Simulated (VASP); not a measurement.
# Si24O47 (a cell with a defect) in VASP: single point with PBE

Aim: the single point of Si24O47 (a cell with a defect) with PBE.

Program: VASP 6.6.1. These are calculated values, not measurements. Logs are shortened: lines on timing, memory, paths and dates and some standing lists are left out, and cuts for length are marked.

### 1 The cell of the first run

The cell holds a defect, 71 atoms: a = 9.832 Å, b = 9.832 Å, c = 10.818 Å, α = 90.00°, β = 90.00°, γ = 120.00°.

### 2 Single point, PBE, collinear spin

The input, INCAR:

```
SYSTEM = Si24O47
ALGO     = Normal         ! electronic algorithm
EDIFF    = 1E-7           ! SCF threshold, eV
ENCUT    = 520            ! plane-wave cutoff, eV
GGA      = PE             ! functional
ISIF     = 2              ! what is computed and relaxed
ISMEAR   = 0              ! smearing method
ISPIN    = 2              ! spin polarisation
LASPH    = .True.         ! aspherical terms in the spheres
LCHARG   = .False.        ! write CHGCAR
LORBIT   = 11             ! projections on sites
LREAL    = Auto         
LWAVE    = .False.        ! write WAVECAR
MAGMOM   = 0 0 0 0 0 1 0 0 0 0 0 0 0 0 0 0 0 0 0 0 0 0 0 0 0 0 0 0 0 0 0 0 0 0 0 0 0 0 0 0 0 0 0 0 0 0 0 0 0 0 0 0 0 0 0 0 0 0 0 0 0 0 0 0 0 0 0 0 0 0 0 ! initial moments
NBANDS   = 234            ! bands
NELECT   = 377.0        
NELM     = 150            ! most SCF steps
PREC     = Accurate       ! precision mode
SIGMA    = 0.02           ! smearing width, eV
```

The input, KPOINTS:

```
k-points
0
Gamma
  1 1 1
  0 0 0
```

The input, POSCAR:

```
Si24O47
1.0
    9.8316000000      0.0000000000      0.0000000000
   -4.9158000000      8.5144153600      0.0000000000
    0.0000000000      0.0000000000     10.8182000000
Si O
24 47
Direct
    0.2559799697     -0.0062943075      0.1662041362
    0.0098696749      0.2713127383      0.3244999674
    0.2345686852      0.2345562534     -0.0009722742
    0.2732026541     -0.0031218887      0.6669798599
    0.0021272924      0.2675558102      0.8320780652
    0.2478551977      0.2345066104      0.5005465925
    0.2704751160      0.5055682824      0.1606208570
   -0.0066056020      0.7589394453      0.3352612482
    0.2369217983      0.7390160677     -0.0034566373
    0.2741471695      0.5033571902      0.6633984019
    0.0002867199      0.7704904224      0.8310620920
    0.2349134039      0.7314397958      0.4979602974
    0.7681301201     -0.0020818826      0.1653566992
    0.5054491959      0.2637307362      0.3371065900
    0.7334429391      0.2299726491     -0.0002628825
    0.7685072921     -0.0027022611      0.6691539569
    0.5021388401      0.2656856314      0.8341099643
    0.7435649772      0.2331826556      0.5051861101
    0.7596489056      0.4952249492      0.1663547265
    0.5015842223      0.7682509654      0.3326830040
    0.7325701942      0.7319798423     -0.0007716706
    0.7682144236      0.4998986869      0.6679276665
    0.5021813598      0.7685316619      0.8342398387
    0.7289951353      0.7286214080      0.5019162896
    0.1065398421      0.2155123662      0.4170016457
    0.2964827574      0.3643737185      0.1100198860
    0.1350255550      0.4397253501      0.2673192102
    0.2041405462      0.0687613655      0.0557141484
    0.4128058211      0.1326397307      0.2350664918
    0.0700719094      0.2066091815      0.9425674343
    0.3127421296      0.3710380939      0.6024461726
    0.1418865926      0.4278205013      0.7706782055
    0.2217424115      0.0693458492      0.5485578584
    0.3645487058      0.2937472277      0.8889873658
    0.4357704466      0.1362841688      0.7227142356
    0.0689611946      0.7042831111      0.4447974166
    0.2972761283      0.8661193991      0.1097697105
    0.1234164846      0.9222561813      0.2725648746
    0.2115399995      0.5732057488      0.0486974704
    0.3646005909      0.7978389010      0.3875791765
    0.4339281540      0.6384305989      0.2220664025
    0.0721431735      0.7129835205      0.9415879047
    0.2974318552      0.8580807315      0.6112243575
    0.1353767350      0.9350765524      0.7702298279
    0.2100476443      0.5656805079      0.5511424299
    0.3666858860      0.8016786876      0.8864647690
    0.4362421842      0.6401299190      0.7221005707
    0.5789212219      0.2084109100      0.4443373978
    0.7826145452      0.3527260085      0.1157032849
    0.6229127594      0.4311568007      0.2764122572
    0.7059425509      0.0644016118      0.0542756278
    0.8782154035      0.2905691539      0.3995334159
    0.9339749383      0.1377645768      0.2188778735
    0.5682306351      0.2010331759      0.9432718513
    0.8004237045      0.3646469617      0.6126066879
    0.6393385671      0.4307275304      0.7784941734
    0.7042582233      0.0646036430      0.5596188097
    0.8677490983      0.2983642360      0.8918628894
    0.9349121227      0.1375758907      0.7211876966
    0.5648058996      0.7019416913      0.4439933441
    0.7952949020      0.8595378015      0.1112371503
    0.6406680364      0.9333607826      0.2777409819
    0.7046227701      0.5658650217      0.0544911338
    0.8589014418      0.7896808543      0.3920980141
    0.9227992239      0.6238331904      0.2291700479
    0.5661464770      0.7030451375      0.9448321772
    0.7943088546      0.8595597222      0.6115503439
    0.6422820678      0.9334521310      0.7810192476
    0.7002843252      0.5623384136      0.5572966546
    0.8623048789      0.7960419358      0.8885961448
    0.9329743408      0.6392653140      0.7218851702
```

Potentials or basis: VASP PAW PBE potentials, release 64 (Si, O).

Launch:

```bash
> cat potpaw_PBE.64/Si/POTCAR potpaw_PBE.64/O/POTCAR > POTCAR
> mpirun -np 1 vasp_gam > vasp.out
```

OUTCAR:

```text
SYSTEM = Si24O47
   EDIFF = 1E-7
   ENCUT = 520
   GGA = PE
   ISIF = 2
   ISMEAR = 0
   ISPIN = 2
   LASPH = .True.
   LORBIT = 11
   LREAL = Auto
   NELECT = 377.0
   NELM = 150
   PREC = Accurate

 ion  position               nearest neighbor table
   1  0.256  0.994  0.166-  38 1.61  28 1.62  37 1.62  29 1.64   9 3.03   8 3.06   3 3.07
   2  0.010  0.271  0.324-  27 1.61  53 1.61  52 1.62  25 1.65   7 3.02  13 3.07  18 3.14
   3  0.235  0.235  0.999-  30 1.62  28 1.62  34 1.63  26 1.63   5 3.05   7 3.06  17 3.06   1 3.07

   4  0.273  0.997  0.667-  35 1.61  43 1.61  44 1.62  33 1.66  12 3.05  11 3.05   6 3.06  17 3.06

   5  0.002  0.268  0.832-  30 1.62  32 1.63  58 1.63  59 1.63   3 3.05  16 3.06  15 3.07  10 3.11

   6  0.248  0.235  0.501-  25 1.59  33 1.60  31 1.60  14 2.98   4 3.06  10 3.08
   7  0.270  0.506  0.161-  39 1.62  41 1.62  26 1.63  27 1.63   2 3.02   9 3.05   3 3.06  20 3.07

   8  0.993  0.759  0.335-  64 1.62  38 1.62  65 1.63  36 1.63  24 3.05   1 3.06  19 3.06  12 3.07

   9  0.237  0.739  0.997-  42 1.62  39 1.62  46 1.62  37 1.63   1 3.03  23 3.04   7 3.05  11 3.07
[... 5 lines left out ...]
  12  0.235  0.731  0.498-  36 1.62  40 1.63  45 1.63  43 1.63  10 3.04  20 3.04   4 3.05   8 3.07

  13  0.768  0.998  0.165-  61 1.62  53 1.63  51 1.63  62 1.63  21 3.05  15 3.05  20 3.05   2 3.07

  14  0.505  0.264  0.337-  29 1.59  48 1.60  50 1.60   6 2.98  19 3.02  18 3.10
  15  0.733  0.230  1.000-  54 1.62  51 1.62  58 1.63  49 1.64  17 3.05  13 3.05   5 3.07  19 3.07

  16  0.769  0.997  0.669-  68 1.62  67 1.62  59 1.62  57 1.63  18 3.03  23 3.04   5 3.06  24 3.06

  17  0.502  0.266  0.834-  56 1.62  34 1.62  54 1.62  35 1.63  15 3.05  22 3.06   4 3.06   3 3.06
[... 60 lines left out ...]
  70  0.862  0.796  0.889-  11 1.62  21 1.63
  71  0.933  0.639  0.722-  22 1.62  11 1.63

  LATTYP: Found a hexagonal cell.
 ALAT       =     9.8316000000
 C/A-ratio  =     1.1003498922

  Lattice vectors:

 A1 = (   9.8316000000,   0.0000000000,   0.0000000000)
 A2 = (  -4.9158000000,   8.5144153600,   0.0000000000)
 A3 = (   0.0000000000,   0.0000000000,  10.8182000000)

Analysis of symmetry for initial positions (statically):
=====================================================================
 Subroutine PRICEL returns:
 Original cell was already a primitive cell.

 Routine SETGRP: Setting up the symmetry group for a
 hexagonal supercell.

 Subroutine GETGRP returns: Found  1 space group operations
 (whereof  1 operations were pure point group operations)
 out of a pool of 24 trial point group operations.

The static configuration has the point symmetry C_1 .

Analysis of symmetry for dynamics (positions and initial velocities):
=====================================================================
 Subroutine PRICEL returns:
 Original cell was already a primitive cell.

 Routine SETGRP: Setting up the symmetry group for a
 hexagonal supercell.

 Subroutine GETGRP returns: Found  1 space group operations
 (whereof  1 operations were pure point group operations)
 out of a pool of 24 trial point group operations.

The dynamic configuration has the point symmetry C_1 .

Analysis of structural, dynamic, and magnetic symmetry:
=====================================================================
 Subroutine PRICEL returns:
 Original cell was already a primitive cell.

 Routine SETGRP: Setting up the symmetry group for a
 hexagonal supercell.

 Subroutine GETGRP returns: Found  1 space group operations
 (whereof  1 operations were pure point group operations)
 out of a pool of 24 trial point group operations.

The overall configuration has the point symmetry C_1 .

 Subroutine INISYM returns: Found  1 space group operations
 (whereof  1 operations are pure point group operations),
 and found     1 'primitive' translations

[... 220 lines left out ...]
   NUPDOWN=      -1.0000    fix difference up-down
   EMIN   =  10.00;   EMAX   =-10.00  energy-range for DOS
   EFERMI =   0.00;   METHOD = LEGACY
   ISMEAR =     0;   SIGMA  =   0.02  broadening in eV -4-tet -1-fermi 0-gaus
   EFERMI_NEDOS =   21; number of points for ismear=-14 and -15
   IALGO  =     38    algorithm
   IMIX   =      4    mixing-type and parameters
     AMIX     =   0.40;   BMIX     =  1.00
     AMIX_MAG =   1.60;   BMIX_MAG =  1.00
  volume/ion in A,a.u.               =      12.75        86.07
  Fermi-wavevector in a.u.,A,eV,Ry     =   1.222392  2.309986 20.330409  1.494243
  Thomas-Fermi vector in A             =   2.357541
   LORBIT       =     11    0 simple, 1 ext, 2 COOP (PROOUT), +10 PAW based schemes
   GGA     = PE    functional components
   LHFCALC =     F    Hartree Fock is set to
   AEXX    =    0.0000 exact exchange contribution
   IVDW    =     0    specifies the selected vdW correction
   LEPSILON=     F    determine dielectric tensor
   LRPA    =     F    only Hartree local field effects (RPA)
 spin polarized calculation
 Gauss-broadening in eV      SIGMA  =   0.02
  energy-cutoff  :      520.00
  volume of cell :      905.60
 maximum number of plane-waves:     12195
 NGX is ok and might be reduce to    80
   NGX = 37   NGY = 37   NGZ = 41

 number of electron     377.0000012 magnetization       1.0000000

 Free energy of the ion-electron system (eV)
  ---------------------------------------------------
  ext. energy  EPLUGINS =         0.00000000
  ---------------------------------------------------
  free energy    TOTEN  =      -560.39044931 eV

  energy without entropy =     -560.39044931  energy(sigma->0) =     -560.39044931

 E-fermi :   1.6218     XC(G=0):  -9.1757

 val. band max:        1.4981906378   @ k =   0.0000   0.0000   0.0000
 cond. band min:       2.8864424692   @ k =   0.0000   0.0000   0.0000
 fundamental gap:      1.3882518313
 Fermi energy:         1.6218465320

 spin component 1

 k-point     1 :       0.0000    0.0000    0.0000
  band No.  band energies     occupation
      1     -18.3220      1.00000
      2     -18.0836      1.00000
      3     -17.8731      1.00000
      4     -17.8370      1.00000
      5     -17.7961      1.00000
      6     -17.7286      1.00000
[... 192 lines left out ...]
    199       9.5683      0.00000
    200       9.6452      0.00000
 Fermi energy:         1.6218465320

 spin component 2

 k-point     1 :       0.0000    0.0000    0.0000
  band No.  band energies     occupation
      1     -18.2913      1.00000
      2     -18.0316      1.00000
      3     -17.8498      1.00000
      4     -17.8077      1.00000
      5     -17.7832      1.00000
      6     -17.7144      1.00000
[... 192 lines left out ...]
    199       9.5828      0.00000
    200       9.6675      0.00000
 [bands above 200 left out]

------------------------ aborting loop because EDIFF is reached ----------------------------------------

  FORCE on cell =-STRESS in cart. coord.  units (eV):
  Direction    XX          YY          ZZ          XY          YZ          ZX
  --------------------------------------------------------------------------------------
  -------------------------------------------------------------------------------------
  Total        1.5584839      6.3622204      5.2851564      1.0634586     -1.4215891      3.9259705
  in kB        2.7572672     11.2560303      9.3504904      1.8814693     -2.5150732      6.9458208
  external PRESSURE =       7.7879293 kB  Pullay stress =       0.0000000 kB

 VOLUME and BASIS-vectors are now :
 -----------------------------------------------------------------------------
  energy-cutoff  :      520.00
  volume of cell :      905.60
      direct lattice vectors                 reciprocal lattice vectors
     9.831600000  0.000000000  0.000000000     0.101712844  0.058723938  0.000000000
    -4.915800000  8.514415360  0.000000000     0.000000000  0.117447876  0.000000000
     0.000000000  0.000000000 10.818200000     0.000000000  0.000000000  0.092436819

 POSITION                                       TOTAL-FORCE (eV/Angst)
 -----------------------------------------------------------------------------------
     -2.36817      8.46082      1.79803         0.017826      0.010314      0.012101
     -1.23668      2.31007      3.51051         0.005418     -0.001908      0.017395
      1.15315      1.99711     10.80768        -0.007542     -0.020769      0.001944
     -2.21443      8.48783      7.21552         0.012564      0.003266     -0.012624
     -1.29434      2.27808      9.00159        -0.007672      0.021929     -0.002016
      1.28403      1.99669      5.41501         0.019620     -0.012275     -0.024242
[... 63 lines left out ...]
      4.56465      6.77783      9.61301        -0.004327     -0.004681      0.005139
      6.03013      5.44297      7.80950        -0.000283      0.004801      0.000021
 -----------------------------------------------------------------------------------
    total drift:                               -0.000234     -0.013674      0.002404

  FREE ENERGIE OF THE ION-ELECTRON SYSTEM (eV)
  ---------------------------------------------------
  free  energy   TOTEN  =      -560.3904493079 eV

  energy  without entropy=     -560.3904493079  energy(sigma->0) =     -560.39044931

 total charge

# of ion       s       p       d       tot
------------------------------------------
    1        0.641   0.987   0.000   1.629
    2        0.638   0.981   0.000   1.619
    3        0.642   0.984   0.000   1.626
    4        0.642   0.980   0.000   1.622
    5        0.639   0.977   0.000   1.616
    6        0.662   0.950   0.000   1.612
[... 63 lines left out ...]
   70        1.549   3.684   0.000   5.233
   71        1.550   3.687   0.000   5.237
--------------------------------------------------
tot         88.288 196.592   0.000 284.881

 magnetization (x)

# of ion       s       p       d       tot
------------------------------------------
    1       -0.000   0.000   0.000   0.000
    2        0.001   0.001   0.000   0.002
    3        0.000  -0.000   0.000   0.000
    4        0.000   0.001   0.000   0.001
    5        0.000  -0.000   0.000   0.000
    6        0.027   0.051   0.000   0.078
[... 63 lines left out ...]
   70        0.000   0.000   0.000   0.000
   71        0.000  -0.000   0.000  -0.000
--------------------------------------------------
tot          0.095   0.374   0.000   0.469
```

Wall time 19 min (1 thread of Oxide Virtual Turin-like, shared host); peak memory 1.3 GiB.

What came out:

- Free energy: -560.3904 eV
- Largest force: 0.051 eV/Å
- Net moment: 1.00 μB per cell
- Site moments: Si +0.00, +0.08, -0.00, +0.10, +0.01 (each value once); O +0.04, +0.00, +0.06, +0.03, -0.00, +0.01, +0.02 (each value once) μB
- Valence electrons inside the program's atomic spheres: Si 1.63, 1.62, 1.61 (each value once); O 5.23, 5.24, 5.21, 5.25, 5.22 (each value once)

Forces on the atoms (eV/Å):
```
Si   0.018  0.010  0.012
Si   0.005 -0.002  0.017
Si  -0.008 -0.021  0.002
Si   0.013  0.003 -0.013
Si  -0.008  0.022 -0.002
Si   0.020 -0.012 -0.024
Si   0.011  0.007 -0.001
Si  -0.003  0.013  0.007
Si  -0.007 -0.011  0.000
Si   0.023 -0.014 -0.010
Si  -0.009  0.014 -0.005
Si  -0.013 -0.014  0.005
Si   0.016  0.005  0.003
Si  -0.027 -0.020  0.038
Si  -0.004 -0.012  0.005
Si   0.017  0.002 -0.002
Si  -0.011  0.010 -0.008
Si  -0.021 -0.003 -0.019
Si   0.002 -0.004  0.008
Si  -0.011  0.015 -0.001
Si  -0.007 -0.016  0.002
Si   0.021 -0.003 -0.002
Si  -0.008  0.011 -0.003
Si  -0.004 -0.014 -0.001
O   -0.036  0.019 -0.022
O    0.003 -0.010 -0.003
O    0.011  0.008 -0.001
O   -0.001  0.005 -0.004
O   -0.018 -0.015 -0.019
O    0.001  0.007 -0.001
O   -0.021  0.023  0.015
O    0.001 -0.009  0.003
O    0.022 -0.014  0.015
O   -0.002 -0.006  0.003
O   -0.005  0.010  0.005
O   -0.005  0.006 -0.003
O    0.002 -0.010 -0.005
O    0.005 -0.004  0.002
O    0.005  0.001  0.000
O   -0.002 -0.003 -0.001
O    0.001  0.003  0.000
O   -0.003  0.007  0.001
O    0.001 -0.009 -0.007
O    0.001 -0.004  0.001
O    0.009 -0.001 -0.003
O   -0.007 -0.006  0.000
O    0.002  0.013  0.008
O    0.020  0.010  0.016
O    0.001 -0.009 -0.005
O    0.018  0.033 -0.015
O    0.006 -0.001  0.001
O   -0.004 -0.013  0.007
O   -0.003 -0.003 -0.003
O   -0.005  0.009  0.000
O   -0.007  0.003  0.003
O    0.004 -0.002  0.004
O    0.009 -0.010  0.004
O   -0.001 -0.006  0.004
O   -0.004  0.004 -0.006
O   -0.007 -0.001 -0.001
O    0.002 -0.007 -0.002
O    0.008  0.003 -0.001
O    0.001  0.004 -0.002
O   -0.003 -0.002  0.004
O   -0.004  0.010  0.010
O   -0.005  0.003 -0.001
O    0.000 -0.002 -0.004
O    0.004  0.001 -0.001
O    0.004 -0.004 -0.009
O   -0.004 -0.005  0.005
O    0.000  0.005  0.000
```

Levels at points of the mesh, in eV from the Fermi level:
Spin up:
| k point | band 185 | band 186 | band 187 | band 188 | band 189 | band 190 | band 191 | band 192 | band 193 | band 194 |
| --- | --- | --- | --- | --- | --- | --- | --- | --- | --- | --- |
| (0.00, 0.00, 0.00) | -0.60 | -0.58 | -0.57 | -0.55 | -0.12 | 4.71 | 5.41 | 6.70 | 6.72 | 7.28 |
Spin down:
| k point | band 185 | band 186 | band 187 | band 188 | band 189 | band 190 | band 191 | band 192 |
| --- | --- | --- | --- | --- | --- | --- | --- | --- |
| (0.00, 0.00, 0.00) | -0.60 | -0.57 | -0.56 | -0.55 | 1.26 | 5.44 | 5.56 | 6.99 |

Caveat: the k points lie up to 0.74 Å⁻¹ apart; the cell carries a net charge on a neutralising background, which shifts energy and pressure; the cell is charged against a uniform background, so pressure and absolute levels hang on convention.
